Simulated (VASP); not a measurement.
Set up this calculation in VASP 6.6.1, as the native input.

* Task: single point
* Functional: LDA
* Potentials or basis: VASP PAW LDA potentials, release 64 (Si)
* Cutoff: 520 eV
* k mesh: 12 × 12 × 12
* Occupations: gaussian, width 0.05 eV
* Spin: no spin polarisation
* Dipole correction: no
* Further INCAR settings: ALGO = Normal; EDIFF = 1e-06; NBANDS = 11

The structure of Si lies in POSCAR:

```
Si
1.0
    0.0000000000      2.7782956545      2.4910198838
    2.7782956545      0.0000000000      2.4910198838
    2.7782956545      2.7782956545      0.0000000000
Si
2
Direct
    0.5000000000      0.5000000000      0.5000000000
    0.7500000000      0.7500000000      0.7500000000
```

This cell differs from its parent crystal: volume 19.228 Å^3 an atom, c/a of the conventional cell 0.8966.

These files were run (other wordings do the same):

INCAR

```
PREC = Accurate
ENCUT = 520
EDIFF = 1E-6
ISMEAR = 0
SIGMA = 0.05
LREAL = False
LASPH = True
NELM = 80
ALGO = Normal
ISIF = 2
LWAVE = False
LCHARG = False
GGA = CA
NBANDS = 11
```

KPOINTS

```
regular mesh
0
Gamma
  12 12 12
```

Potentials or basis: VASP PAW LDA potentials, release 64 (Si).

Launch:

```bash
$ cat potpaw_LDA.64/Si/POTCAR > POTCAR
$ mpirun -np 1 vasp_std > vasp.out
```

Results of the run:

```yaml
Pressure: 1.9 GPa
Band_gap_on_the_k_mesh: zero (band 4 reaches 6.66 eV, above the bottom of band 5 at 5.95 eV)
```

Run time: 41 s on 1 thread of Intel(R) Xeon(R) Platinum 8375C CPU @ 2.90GHz (Ice Lake) (shared host), peak memory 0.17 GiB.
